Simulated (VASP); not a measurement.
# Ag (I4/mmm) in VASP: notebook

Ag is run at these levels: PBE; tasks: single point.

Everything below comes from runs of VASP 6.6.1. Logs are shortened: lines on timing, memory, paths and dates and some standing lists are left out, and cuts for length are marked.

### Step 1. The cell of the first run

The structure is tetragonal, space group I4/mmm (No. 139). Conventional cell: a = 2.929 Å, b = 2.929 Å, c = 3.976 Å, α = 90.00°, β = 90.00°, γ = 90.00°. Ag (site symmetry 4/mmm) has 12 Ag at 2.87 to 2.93 Å within 3.8 Å.

### Step 2. Single point, PBE

INCAR

```
SYSTEM = Ag
  PREC = Accurate
  ENCUT = 520
  EDIFF = 1E-6
  ISMEAR = 0
  SIGMA = 0.15
  LREAL = .False.
  LASPH = .True.
  NELM = 80
  ALGO = Fast
  ISIF = 2
  LWAVE = .False.
  LCHARG = .False.
  GGA = PE
  NBANDS = 12
```

KPOINTS

```
regular mesh
0
Gamma
  22 22 22
  0 0 0
```

POSCAR

```
Ag
1.0
    0.0000000000      2.0710911495      1.9882475035
    2.0710911495      0.0000000000      1.9882475035
    2.0710911495      2.0710911495      0.0000000000
Ag
1
Direct
    0.0000000000      0.0000000000      0.0000000000
```

Potentials or basis: VASP PAW PBE potentials, release 64 (Ag).

The run is started by

```console
> cat potpaw_PBE.64/Ag/POTCAR > POTCAR
> mpirun -np 1 vasp_std > vasp.out
```

OUTCAR:

```text
SYSTEM = Ag
   PREC = Accurate
   ENCUT = 520
   EDIFF = 1E-6
   ISMEAR = 0
   LREAL = .False.
   LASPH = .True.
   NELM = 80
   ISIF = 2
   GGA = PE

 ion  position               nearest neighbor table
   1  0.000  0.000  0.000-

  LATTYP: Found a body centered tetragonal cell.
 ALAT       =     2.9289651925
 C/A-ratio  =     1.3576450199

  Lattice vectors:

 A1 = (   0.0000000000,  -2.0710911495,  -1.9882475035)
 A2 = (   0.0000000000,   2.0710911495,  -1.9882475035)
 A3 = (   2.0710911495,   0.0000000000,   1.9882475035)

Analysis of symmetry for initial positions (statically):
=====================================================================
 Subroutine PRICEL returns:
 Original cell was already a primitive cell.

 Routine SETGRP: Setting up the symmetry group for a
 body centered tetragonal supercell.

 Subroutine GETGRP returns: Found 16 space group operations
 (whereof 16 operations were pure point group operations)
 out of a pool of 16 trial point group operations.

The static configuration has the point symmetry D_4h.

Analysis of symmetry for dynamics (positions and initial velocities):
=====================================================================
 Subroutine PRICEL returns:
 Original cell was already a primitive cell.

 Routine SETGRP: Setting up the symmetry group for a
 body centered tetragonal supercell.

 Subroutine GETGRP returns: Found 16 space group operations
 (whereof 16 operations were pure point group operations)
 out of a pool of 16 trial point group operations.

The dynamic configuration has the point symmetry D_4h.

 Subroutine INISYM returns: Found 16 space group operations
 (whereof 16 operations are pure point group operations),
 and found     1 'primitive' translations

----------------------------------------------------------------------------------------

                                     Primitive cell

  volume of cell :      17.0569

  direct lattice vectors                    reciprocal lattice vectors
     0.000000000  2.071091149  1.988247504    -0.241418636  0.241418636  0.251477746
     2.071091149  0.000000000  1.988247504     0.241418636 -0.241418636  0.251477746
     2.071091149  2.071091149  0.000000000     0.241418636  0.241418636 -0.251477746

  length of vectors
     2.870983574  2.870983574  2.928965193     0.424036522  0.424036522  0.424036522

  position of ions in fractional coordinates (direct lattice)
     0.000000000  0.000000000  0.000000000

  ion indices of the primitive-cell ions
   primitive index   ion index
                 1           1

----------------------------------------------------------------------------------------

 KPOINTS: regular mesh

Automatic generation of k-mesh.
 Grid dimensions read from file:
 generate k-points for:   22   22   22

 Generating k-lattice:

  Cartesian coordinates                     Fractional coordinates (reciprocal lattice)
    -0.010973574  0.010973574  0.011430807     0.045454545 -0.000000000  0.000000000
     0.010973574 -0.010973574  0.011430807    -0.000000000  0.045454545  0.000000000
     0.010973574  0.010973574 -0.011430807     0.000000000  0.000000000  0.045454545

  Length of vectors
     0.019274387  0.019274387  0.019274387

  Shift w.r.t. Gamma in fractional coordinates (k-lattice)
     0.000000000  0.000000000  0.000000000

 Subroutine IBZKPT returns following result:
 ===========================================

 Found    834 irreducible k-points:

 Following reciprocal coordinates:
            Coordinates               Weight
  0.000000  0.000000  0.000000      1.000000
  0.045455  0.000000  0.000000      8.000000
  0.090909  0.000000  0.000000      8.000000
  0.136364  0.000000  0.000000      8.000000
  0.181818  0.000000  0.000000      8.000000
  0.227273  0.000000  0.000000      8.000000
[... 16 lines left out ...]
  0.500000  0.045455  0.000000      8.000000
 -0.454545  0.045455  0.000000      8.000000
 [... further k-points ...]
   k-points           NKPTS =    834   k-points in BZ     NKDIM =    834   number of bands    NBANDS=     12
   number of dos      NEDOS =    301   number of ions     NIONS =      1
   total plane-waves  NPLWV =  13824
   dimension x,y,z NGX =    24 NGY =   24 NGZ =   24
   dimension x,y,z NGXF=    48 NGYF=   48 NGZF=   48
   ions per type =               1
   NGX,Y,Z   is equivalent  to a cutoff of  13.90, 13.90, 13.62 a.u.
   NGXF,Y,Z  is equivalent  to a cutoff of  27.79, 27.79, 27.24 a.u.
 SYSTEM =  Ag
   PREC   = accura    normal or accurate (medium, high low for compatibility)
   ISTART =      0    job   : 0-new  1-cont  2-samecut
   ICHARG =      2    charge: 1-file 2-atom 10-const
   ISPIN  =      1    spin polarized calculation?
   LNONCOLLINEAR =      F non collinear calculations
   LSORBIT =      F    spin-orbit coupling
   LASPH  =      T    aspherical Exc in radial PAW
   ENCUT  =  520.0 eV  38.22 Ry    6.18 a.u.   5.34  5.34  5.45*2*pi/ulx,y,z
   NELM   =     80;   NELMIN=  2; NELMDL= -5     # of ELM steps
   EDIFF  = 0.1E-05   stopping-criterion for ELM
   LREAL  =      F    real-space projection
   EDIFFG = 0.1E-04   stopping-criterion for IOM
   NSW    =      0    number of steps for IOM
   IBRION =     -1    ionic relax: 0-MD 1-quasi-New 2-CG
   NFREE  =      0    steps in history (QN), initial steepest desc. (CG)
   ISIF   =      2    stress and relaxation
   ISYM   =      2    0-nonsym 1-usesym 2-fastsym
   POTIM  = 0.5000    time-step for ionic-motion
   TEBEG  =    0.0;   TEEND  =   0.0 temperature during run
   PSTRESS=    0.0 pullay stress
   NELECT =      11.0000    total number of electrons
   NUPDOWN=      -1.0000    fix difference up-down
   EMIN   =  10.00;   EMAX   =-10.00  energy-range for DOS
   EFERMI =   0.00;   METHOD = LEGACY
   ISMEAR =     0;   SIGMA  =   0.15  broadening in eV -4-tet -1-fermi 0-gaus
   EFERMI_NEDOS =   21; number of points for ismear=-14 and -15
   IALGO  =     68    algorithm
   IMIX   =      4    mixing-type and parameters
     AMIX     =   0.40;   BMIX     =  1.00
     AMIX_MAG =   1.60;   BMIX_MAG =  1.00
  volume/ion in A,a.u.               =      17.06       115.11
  Fermi-wavevector in a.u.,A,eV,Ry     =   1.414402  2.672832 27.218893  2.000532
  Thomas-Fermi vector in A             =   2.535948
   LORBIT       =      0    0 simple, 1 ext, 2 COOP (PROOUT), +10 PAW based schemes
   GGA     = PE    functional components
   LHFCALC =     F    Hartree Fock is set to
   AEXX    =    0.0000 exact exchange contribution
   IVDW    =     0    specifies the selected vdW correction
   LEPSILON=     F    determine dielectric tensor
   LRPA    =     F    only Hartree local field effects (RPA)
 non-spin polarized calculation
 RMM-DIIS sequential band-by-band and
 Gauss-broadening in eV      SIGMA  =   0.15
  energy-cutoff  :      520.00
  volume of cell :       17.06
 maximum number of plane-waves:       479
 NGX is ok and might be reduce to    24
   NGX = 11   NGY = 11   NGZ = 11

 number of electron      10.9999999 magnetization

 Free energy of the ion-electron system (eV)
  ---------------------------------------------------
  ext. energy  EPLUGINS =         0.00000000
  ---------------------------------------------------
  free energy    TOTEN  =        -2.70826293 eV

  energy without entropy =       -2.70587588  energy(sigma->0) =       -2.70706941

 E-fermi :   8.4596     XC(G=0): -12.2074

 val. band max:        8.4579255513   @ k =   0.5000   0.2273   0.0909
 cond. band min:       8.4837189884   @ k =   0.5000   0.1364   0.3636
 fundamental gap:      0.0257934371
 Fermi energy:         8.4596444780

 k-point     1 :       0.0000    0.0000    0.0000
  band No.  band energies     occupation
      1       0.6603      2.00000
      2       3.5416      2.00000
      3       3.5416      2.00000
      4       3.7868      2.00000
      5       4.5181      2.00000
      6       4.7752      2.00000
      7      24.4744      0.00000
      8      27.8441      0.00000
      9      27.8441      0.00000
     10      28.4020      0.00000
     11      32.8297      0.00000
     12      33.6590      0.00000

 k-point     2 :       0.0455    0.0000    0.0000
  band No.  band energies     occupation
      1       0.7252      2.00000
      2       3.5388      2.00000
      3       3.5600      2.00000
      4       3.7921      2.00000
      5       4.5133      2.00000
      6       4.7659      2.00000
      7      24.4914      0.00000
      8      27.3801      0.00000
      9      27.8735      0.00000
     10      28.2955      0.00000
     11      32.9808      0.00000
     12      33.6702      0.00000

 k-point     3 :       0.0909    0.0000    0.0000
  band No.  band energies     occupation
      1       0.9156      2.00000
      2       3.5243      2.00000
      3       3.6095      2.00000
      4       3.8164      2.00000
      5       4.5043      2.00000
      6       4.7422      2.00000
      7      24.4310      0.00000
      8      26.2374      0.00000
      9      27.9513      0.00000
     10      28.3124      0.00000
     11      32.3597      0.00000
     12      33.6464      0.00000

 k-point     4 :       0.1364    0.0000    0.0000
  band No.  band energies     occupation
      1       1.2147      2.00000
      2       3.5030      2.00000
      3       3.6720      2.00000
      4       3.8646      2.00000
      5       4.5089      2.00000
      6       4.7176      2.00000
      7      23.7036      0.00000
      8      25.4755      0.00000
      9      28.0446      0.00000
     10      28.3826      0.00000
     11      31.6104      0.00000
     12      32.9047      0.00000

 k-point     5 :       0.1818    0.0000    0.0000
  band No.  band energies     occupation
      1       1.5800      2.00000
      2       3.5217      2.00000
      3       3.7178      2.00000
      4       3.9158      2.00000
      5       4.5554      2.00000
      6       4.7158      2.00000
      7      22.1835      0.00000
      8      25.3142      0.00000
      9      28.0921      0.00000
     10      28.4268      0.00000
     11      31.1308      0.00000
     12      32.1225      0.00000
[... 228 lines left out ...]
      1       2.1324      2.00000
      2       3.5709      2.00000
      3       3.7558      2.00000
      4       4.9885      2.00000
      5       5.3863      2.00000
      6       6.6157      2.00000
      7      14.2594      0.00000
      8      23.8707      0.00000
      9      25.6436      0.00000
     10      27.4419      0.00000
     11      31.2590      0.00000
     12      31.6651      0.00000

 k-point    22 :       0.4545    0.0455    0.0000
  band No.  band energies     occupation
      1       2.0901      2.00000
      2       3.5302      2.00000
      3       3.7154      2.00000
      4       5.1514      2.00000
      5       5.4804      2.00000
      6       7.5447      2.00000
      7      12.9130      0.00000
      8      23.6834      0.00000
      9      25.5115      0.00000
     10      26.8824      0.00000
     11      31.1838      0.00000
     12      31.7488      0.00000

 k-point    23 :       0.5000    0.0455    0.0000
  band No.  band energies     occupation
      1       2.0692      2.00000
      2       3.5089      2.00000
      3       3.6965      2.00000
      4       5.2443      2.00000
      5       5.5069      2.00000
      6       8.1766      1.99238
      7      12.0987      0.00000
      8      23.6057      0.00000
      9      25.5596      0.00000
     10      26.4841      0.00000
     11      31.1094      0.00000
     12      31.7938      0.00000

 k-point    24 :      -0.4545    0.0455    0.0000
  band No.  band energies     occupation
      1       2.0748      2.00000
      2       3.5102      2.00000
      3       3.7016      2.00000
      4       5.2652      2.00000
      5       5.4606      2.00000
      6       7.9870      1.99999
      7      12.3321      0.00000
      8      23.6453      0.00000
      9      25.8115      0.00000
     10      26.2569      0.00000
     11      31.0175      0.00000
     12      31.7944      0.00000

 [... further k-points ...]
[... 5 lines left out ...]
  --------------------------------------------------------------------------------------
  -------------------------------------------------------------------------------------
  Total        0.4380473      0.4380473      0.5923264      0.0000000      0.0000000     -0.0000000
  in kB       41.1464847     41.1464847     55.6381642      0.0000000      0.0000000     -0.0000000
  external PRESSURE =      45.9770446 kB  Pullay stress =       0.0000000 kB

 VOLUME and BASIS-vectors are now :
 -----------------------------------------------------------------------------
  energy-cutoff  :      520.00
  volume of cell :       17.06
      direct lattice vectors                 reciprocal lattice vectors
     0.000000000  2.071091149  1.988247504    -0.241418636  0.241418636  0.251477746
     2.071091149  0.000000000  1.988247504     0.241418636 -0.241418636  0.251477746
     2.071091149  2.071091149  0.000000000     0.241418636  0.241418636 -0.251477746

 POSITION                                       TOTAL-FORCE (eV/Angst)
 -----------------------------------------------------------------------------------
      0.00000      0.00000      0.00000         0.000000      0.000000      0.000000
 -----------------------------------------------------------------------------------
    total drift:                               -0.000000     -0.000000     -0.000000

  FREE ENERGIE OF THE ION-ELECTRON SYSTEM (eV)
  ---------------------------------------------------
  free  energy   TOTEN  =        -2.7082629324 eV

  energy  without entropy=       -2.7058758792  energy(sigma->0) =       -2.70706941
```

Run time: 2.7 min. Hardware: 1 thread of AMD EPYC 7R13 (Zen 3), shared host; peak memory 0.24 GiB.

What came out:

```
Free energy : -2.7083 eV
Pressure    : 4.6 GPa
```

Stress tensor (GPa, compression positive):
```
4.11 0.00 0.00
0.00 4.11 0.00
0.00 0.00 5.56
```

### Step 3. Single point, PBE

INCAR

```
ALGO = Fast ; EDIFF = 1E-7
ENCUT = 520 ; GGA = PE
ISIF = 2 ; ISMEAR = 0
LASPH = True ; LCHARG = False
LREAL = False ; LWAVE = False
NBANDS = 12 ; NELM = 100
PREC = Accurate ; SIGMA = 0.15
```

KPOINTS

```
k-points
0
Gamma
  22 22 22
```

POSCAR

```
Ag
1.0
    0.0000000000      2.0101410107      2.1106480613
    2.0101410107      0.0000000000      2.1106480613
    2.0101410107      2.0101410107      0.0000000000
Ag
1
Direct
    0.0000000000      0.0000000000      0.0000000000
```

Potentials or basis: VASP PAW PBE potentials, release 64 (Ag).

The run is started by

```console
> cat potpaw_PBE.64/Ag/POTCAR > POTCAR
> mpirun -np 1 vasp_std > vasp.out
```

It took 2.8 min on 1 thread of AMD EPYC 7R13 (Zen 3), shared host; peak memory 0.24 GiB.

The run converged. Its results:

- Free energy: -2.7066 eV
- Pressure: 4.6 GPa

Stress tensor (GPa, compression positive):
```
5.44 0.00 0.00
0.00 5.44 0.00
0.00 0.00 3.03
```

Levels at points of the mesh, in eV from the Fermi level:
```
           k point  band 2  band 3  band 4  band 5  band 6  band 7  band 8  band 9  band 10  band 11
(0.00, 0.00, 0.00)   -5.05   -4.74   -4.74   -3.99   -3.66   16.02   19.14   19.78    19.78    24.36
(0.50, 0.00, 0.00)   -5.01   -4.72   -3.08   -2.96   -0.43    3.57   15.03   17.48    18.42    22.19
(0.50, 0.50, 0.00)   -6.36   -3.04   -2.83   -2.83    1.03    5.91   11.22   11.22    17.69    17.79
(0.50, 0.00, 0.50)   -6.33   -3.07   -2.93   -2.68    1.85    7.11   10.33   10.38    16.88    16.95
```
